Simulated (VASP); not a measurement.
The system is Hf.

```
CELL_PARAMETERS angstrom
3.20000 0.00000 0.00000
-1.60000 2.77128 0.00000
0.00000 0.00000 5.06240
ATOMIC_POSITIONS crystal
Hf 0.33333 0.66667 0.75000
Hf 0.66667 0.33333 0.25000
```

```yaml
Program: VASP 6.6.1
Task: relaxation of cell and atoms
Functional: PBEsol
Potentials_or_basis: VASP PAW PBE potentials, release 64 (Hf_pv)
Cutoff: 600 eV
k_mesh: 15 × 15 × 8
Occupations: gaussian, width 0.1 eV
Spin: no spin polarisation
```

At the start: pressure -4.4 GPa; volume 22.45 Å³/atom.

Problem. Where does the relaxation end?

Solution. Over 8 steps the energy falls by 13.0 meV/atom and the volume is 21.53 Å³/atom (-4.1 %); space group P6_3/mmc (No. 194, to 0.1 Å) before and after.

Step by step:
```tsv
step	energy change (eV)	largest force (eV/Å)	pressure (GPa)	volume (Å³)
1	0.0000	0.0000	-4.41	44.89
2	0.0129	0.0000	6.21	41.00
3	-0.0259	0.0000	-0.04	43.09
4	-0.0259	0.0000	0.05	43.06
5	-0.0259	0.0000	-0.04	43.09
6	-0.0259	0.0000	-0.02	43.08
7	-0.0259	0.0000	-0.03	43.08
8	-0.0259	0.0000	0.01	43.07
```

Final structure:
```
Hf
1.0
     3.15718    0.00000    0.00000
    -1.57859    2.73420    0.00000
     0.00000    0.00000    4.98930
Hf
2
Direct
  0.33333 0.66667 0.75000
  0.66667 0.33333 0.25000
```

Caveat: the PAW data sets were made with another functional, which shifts forces and pressure a little.
